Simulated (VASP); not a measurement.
# Te2Mo in VASP: a series of runs

The runs below take Te2Mo through single point, with LDA.

All numbers are computed with VASP 6.6.1; they aren't measurements. Logs are shortened: lines on timing, memory, paths and dates and some standing lists are left out, and cuts for length are marked.

## Step 1: The cell of the first run

The cell holds a slab with vacuum, 6 atoms: a = 6.362 Å, b = 3.480 Å, c = 36.176 Å, α = 90.00°, β = 90.14°, γ = 90.00°.

## Step 2: Single point, LDA

The input, INCAR:

```
  PREC = Accurate
  ENCUT = 520
  EDIFF = 1E-6
  ISMEAR = 0
  SIGMA = 0.1
  LREAL = F
  LASPH = T
  NELM = 80
  ALGO = Normal
  ISIF = 2
  LWAVE = F
  LCHARG = F
  GGA = CA
  NBANDS = 35
```

The input, KPOINTS:

```
Automatic mesh
0
Gamma
  6 10 1
```

The input, POSCAR:

```
Te2Mo
1.0
    6.3616090156      0.0000000000      0.0000000000
    0.0000000000      3.4804030600      0.0000000000
   -0.0857412231      0.0000000000     36.1758904685
Te Mo
4 2
Direct
    0.0791521300      0.7500000000      0.4434726800
    0.9208478700      0.2500000000      0.5565273200
    0.5707489000      0.2500000000      0.4592964200
    0.4292511000      0.7500000000      0.5407035800
    0.8186524400      0.7500000000      0.5025346300
    0.1813475600      0.2500000000      0.4974653700
```

Potentials or basis: VASP PAW LDA potentials, release 64 (Te, Mo_sv).

Run with:

```bash
$ cat potpaw_LDA.64/Te/POTCAR potpaw_LDA.64/Mo_sv/POTCAR > POTCAR
$ mpirun -np 1 vasp_std > vasp.out
```

OUTCAR:

```text
PREC = Accurate
   ENCUT = 520
   EDIFF = 1E-6
   ISMEAR = 0
   LREAL = F
   LASPH = T
   NELM = 80
   ISIF = 2
   GGA = CA

 ion  position               nearest neighbor table
   1  0.079  0.750  0.443-   6 2.69   6 2.69   5 2.71   3 3.62   3 3.62
   2  0.921  0.250  0.557-   5 2.69   5 2.69   6 2.71   4 3.62   4 3.62
   3  0.571  0.250  0.459-   5 2.82   5 2.82   6 2.84   4 3.54   4 3.54   1 3.62   1 3.62
   4  0.429  0.750  0.541-   6 2.82   6 2.82   5 2.84   3 3.54   3 3.54   2 3.62   2 3.62
   5  0.819  0.750  0.503-   2 2.69   2 2.69   1 2.71   3 2.82   3 2.82   4 2.84   6 2.90   6 2.90

   6  0.181  0.250  0.497-   1 2.69   1 2.69   2 2.71   4 2.82   4 2.82   3 2.84   5 2.90   5 2.90

  LATTYP: Found a simple monoclinic cell.
 ALAT       =     6.3616090156
 B/A-ratio  =     0.5470947761
 C/A-ratio  =     5.6866104138
 COS(beta)  =    -0.0023701139

  Lattice vectors:

 A1 = (   6.3616090156,   0.0000000000,   0.0000000000)
 A2 = (   0.0000000000,   3.4804030600,   0.0000000000)
 A3 = (  -0.0857412231,   0.0000000000,  36.1758904685)

Analysis of symmetry for initial positions (statically):
=====================================================================
 Subroutine PRICEL returns:
 Original cell was already a primitive cell.

 Routine SETGRP: Setting up the symmetry group for a
 simple monoclinic supercell.

 Subroutine GETGRP returns: Found  4 space group operations
 (whereof  2 operations were pure point group operations)
 out of a pool of  4 trial point group operations.

The static configuration has the point symmetry S_2 .
 The point group associated with its full space group is C_2h.

Analysis of symmetry for dynamics (positions and initial velocities):
=====================================================================
 Subroutine PRICEL returns:
 Original cell was already a primitive cell.

 Routine SETGRP: Setting up the symmetry group for a
 simple monoclinic supercell.

 Subroutine GETGRP returns: Found  4 space group operations
 (whereof  2 operations were pure point group operations)
 out of a pool of  4 trial point group operations.

The dynamic configuration has the point symmetry S_2 .
 The point group associated with its full space group is C_2h.

 Subroutine INISYM returns: Found  4 space group operations
 (whereof  2 operations are pure point group operations),
 and found     1 'primitive' translations

[... 102 lines left out ...]
   LREAL  =      F    real-space projection
   EDIFFG = 0.1E-04   stopping-criterion for IOM
   NSW    =      0    number of steps for IOM
   IBRION =     -1    ionic relax: 0-MD 1-quasi-New 2-CG
   NFREE  =      0    steps in history (QN), initial steepest desc. (CG)
   ISIF   =      2    stress and relaxation
   ISYM   =      2    0-nonsym 1-usesym 2-fastsym
   POTIM  = 0.5000    time-step for ionic-motion
   TEBEG  =    0.0;   TEEND  =   0.0 temperature during run
   PSTRESS=    0.0 pullay stress
   NELECT =      52.0000    total number of electrons
   NUPDOWN=      -1.0000    fix difference up-down
   EMIN   =  10.00;   EMAX   =-10.00  energy-range for DOS
   EFERMI =   0.00;   METHOD = LEGACY
   ISMEAR =     0;   SIGMA  =   0.10  broadening in eV -4-tet -1-fermi 0-gaus
   EFERMI_NEDOS =   21; number of points for ismear=-14 and -15
   IALGO  =     38    algorithm
   IMIX   =      4    mixing-type and parameters
     AMIX     =   0.40;   BMIX     =  1.00
     AMIX_MAG =   1.60;   BMIX_MAG =  1.00
  volume/ion in A,a.u.               =     133.49       900.87
  Fermi-wavevector in a.u.,A,eV,Ry     =   0.657967  1.243377  5.890240  0.432920
  Thomas-Fermi vector in A             =   1.729641
   LORBIT       =      0    0 simple, 1 ext, 2 COOP (PROOUT), +10 PAW based schemes
   GGA     = CA    functional components
   LHFCALC =     F    Hartree Fock is set to
   AEXX    =    0.0000 exact exchange contribution
   IVDW    =     0    specifies the selected vdW correction
   LEPSILON=     F    determine dielectric tensor
   LRPA    =     F    only Hartree local field effects (RPA)
 non-spin polarized calculation
 Gauss-broadening in eV      SIGMA  =   0.10
  energy-cutoff  :      520.00
  volume of cell :      800.97
 maximum number of plane-waves:     21707
 NGX is ok and might be reduce to    48
   NGX = 23   NGY = 13   NGZ =135

 number of electron      51.9999996 magnetization

 Free energy of the ion-electron system (eV)
  ---------------------------------------------------
  ext. energy  EPLUGINS =         0.00000000
  ---------------------------------------------------
  free energy    TOTEN  =       -40.72957271 eV

  energy without entropy =      -40.72191054  energy(sigma->0) =      -40.72574163

 E-fermi :  -2.4104     XC(G=0):  -2.3565

 val. band max:       -2.4174056274   @ k =   0.0000   0.1000   0.0000
 cond. band min:      -2.3828907301   @ k =   0.0000   0.1000   0.0000
 fundamental gap:      0.0345148973
 Fermi energy:        -2.4103788769

 k-point     1 :       0.0000    0.0000    0.0000
  band No.  band energies     occupation
      1     -63.1063      2.00000
      2     -63.0473      2.00000
      3     -37.5428      2.00000
      4     -37.4841      2.00000
      5     -37.4295      2.00000
      6     -37.3188      2.00000
[... 901 lines left out ...]
     34       0.9903      0.00000
     35       2.0431      0.00000

------------------------ aborting loop because EDIFF is reached ----------------------------------------

  FORCE on cell =-STRESS in cart. coord.  units (eV):
  Direction    XX          YY          ZZ          XY          YZ          ZX
  --------------------------------------------------------------------------------------
  -------------------------------------------------------------------------------------
  Total       -4.8208066     -5.0440583     -2.8032475      0.0000000      0.0000000      0.1012198
  in kB       -9.6430529    -10.0896229     -5.6073322      0.0000000      0.0000000      0.2024698
  external PRESSURE =      -8.4466693 kB  Pullay stress =       0.0000000 kB

 VOLUME and BASIS-vectors are now :
 -----------------------------------------------------------------------------
  energy-cutoff  :      520.00
  volume of cell :      800.97
      direct lattice vectors                 reciprocal lattice vectors
     6.361609016  0.000000000  0.000000000     0.157192936  0.000000000  0.000372566
     0.000000000  3.480403060  0.000000000     0.000000000  0.287323044  0.000000000
    -0.085741223  0.000000000 36.175890469     0.000000000  0.000000000  0.027642720

 POSITION                                       TOTAL-FORCE (eV/Angst)
 -----------------------------------------------------------------------------------
      0.46551      2.61030     16.04302        -0.006032     -0.000000      0.428336
      5.81036      0.87010     20.13287         0.006032     -0.000000     -0.428336
      3.59150      0.87010     16.61546        -0.019931      0.000000      0.353378
      2.68437      2.61030     19.56043         0.019931     -0.000000     -0.353378
      5.16486      2.61030     18.17964         0.096542     -0.000000      0.076321
      1.11101      0.87010     17.99625        -0.096542     -0.000000     -0.076321
 -----------------------------------------------------------------------------------
    total drift:                                0.000000     -0.000000     -0.000000

  FREE ENERGIE OF THE ION-ELECTRON SYSTEM (eV)
  ---------------------------------------------------
  free  energy   TOTEN  =       -40.7295727139 eV

  energy  without entropy=      -40.7219105440  energy(sigma->0) =      -40.72574163
```

Run time: 19 min. Hardware: 1 thread of Intel Xeon 6975P-C, shared host; peak memory 0.92 GiB.

What came out:

| Quantity | Value |
| --- | --- |
| Free energy | -40.7296 eV |
| Largest force | 0.428 eV/Å |
| Band gap on the k mesh | zero (band 26 reaches -2.27 eV, above the bottom of band 27 at -2.44 eV) |

Forces on the atoms (eV/Å):
```
Te  -0.006  0.000  0.428
Te   0.006  0.000 -0.428
Te  -0.020  0.000  0.353
Te   0.020  0.000 -0.353
Mo   0.097  0.000  0.076
Mo  -0.097  0.000 -0.076
```

Caveat: spin-orbit coupling is left out, which moves the levels of the heavy elements.

## Step 3: Single point, LDA

The input, INCAR:

```
ALGO     = Normal         # electronic algorithm
EDIFF    = 1E-7           # SCF threshold, eV
ENCUT    = 520            # plane-wave cutoff, eV
ISIF     = 2              # what is computed and relaxed
ISMEAR   = -1             # smearing method
LASPH    = True           # aspherical terms in the spheres
LCHARG   = True           # write CHGCAR
LELF     = True           # ELF
LREAL    = False          # projectors in reciprocal space
LVHAR    = True         
LWAVE    = False          # write WAVECAR
NBANDS   = 35             # bands
NELM     = 80             # most SCF steps
PREC     = Accurate       # precision mode
SIGMA    = 0.2            # smearing width, eV
```

The input, KPOINTS:

```
k-points
0
Gamma
  6 10 1
```

POSCAR is that of step 2.

Potentials or basis: VASP PAW LDA potentials, release 64 (Te, Mo_sv).

Run with:

```bash
$ cat potpaw_LDA.64/Te/POTCAR potpaw_LDA.64/Mo_sv/POTCAR > POTCAR
$ mpirun -np 1 vasp_std > vasp.out
```

OUTCAR:

```text
EDIFF = 1E-7
   ENCUT = 520
   ISIF = 2
   ISMEAR = -1
   LASPH = True
   LREAL = False
   NELM = 80
   PREC = Accurate

 ion  position               nearest neighbor table
   1  0.079  0.750  0.443-   6 2.69   6 2.69   5 2.71   3 3.62   3 3.62
   2  0.921  0.250  0.557-   5 2.69   5 2.69   6 2.71   4 3.62   4 3.62
   3  0.571  0.250  0.459-   5 2.82   5 2.82   6 2.84   4 3.54   4 3.54   1 3.62   1 3.62
   4  0.429  0.750  0.541-   6 2.82   6 2.82   5 2.84   3 3.54   3 3.54   2 3.62   2 3.62
   5  0.819  0.750  0.503-   2 2.69   2 2.69   1 2.71   3 2.82   3 2.82   4 2.84   6 2.90   6 2.90

[... 1122 lines left out ...]
  Total       -4.3254593     -5.0767944     -2.8340271      0.0000000      0.0000000      0.1644796
  in kB       -8.6522104    -10.1551048     -5.6689005      0.0000000      0.0000000      0.3290083
  external PRESSURE =      -8.1587386 kB  Pullay stress =       0.0000000 kB

 VOLUME and BASIS-vectors are now :
 -----------------------------------------------------------------------------
  energy-cutoff  :      520.00
  volume of cell :      800.97
      direct lattice vectors                 reciprocal lattice vectors
     6.361609016  0.000000000  0.000000000     0.157192936  0.000000000  0.000372566
     0.000000000  3.480403060  0.000000000     0.000000000  0.287323044  0.000000000
    -0.085741223  0.000000000 36.175890469     0.000000000  0.000000000  0.027642720

 POSITION                                       TOTAL-FORCE (eV/Angst)
 -----------------------------------------------------------------------------------
      0.46551      2.61030     16.04302        -0.046057     -0.000000      0.412506
      5.81036      0.87010     20.13287         0.046057      0.000000     -0.412506
      3.59150      0.87010     16.61546         0.009826      0.000000      0.376950
      2.68437      2.61030     19.56043        -0.009826      0.000000     -0.376950
      5.16486      2.61030     18.17964         0.027138      0.000000     -0.063456
      1.11101      0.87010     17.99625        -0.027138      0.000000      0.063456
 -----------------------------------------------------------------------------------
    total drift:                                0.000000     -0.000000     -0.000000

  FREE ENERGIE OF THE ION-ELECTRON SYSTEM (eV)
  ---------------------------------------------------
  free  energy   TOTEN  =       -40.8473550417 eV

  energy  without entropy=      -40.5463226220  energy(sigma->0) =      -40.69683883
```

It took 21 min on 1 thread of Intel Xeon Platinum 8488C (Sapphire Rapids), shared host; peak memory 0.92 GiB.

Results:

```yaml
Free_energy: -40.8474 eV
Largest_force: 0.415 eV/Å
Band_gap_on_the_k_mesh: zero (band 26 reaches -2.26 eV, above the bottom of band 27 at -2.41 eV)
```

Forces in eV/Å, atoms in the order of the input:
```
Te  -0.046  0.000  0.413
Te   0.046  0.000 -0.413
Te   0.010  0.000  0.377
Te  -0.010  0.000 -0.377
Mo   0.027  0.000 -0.063
Mo  -0.027  0.000  0.063
```

Caveat: spin-orbit coupling is left out, which moves the levels of the heavy elements.

[end of part 1 of 2]
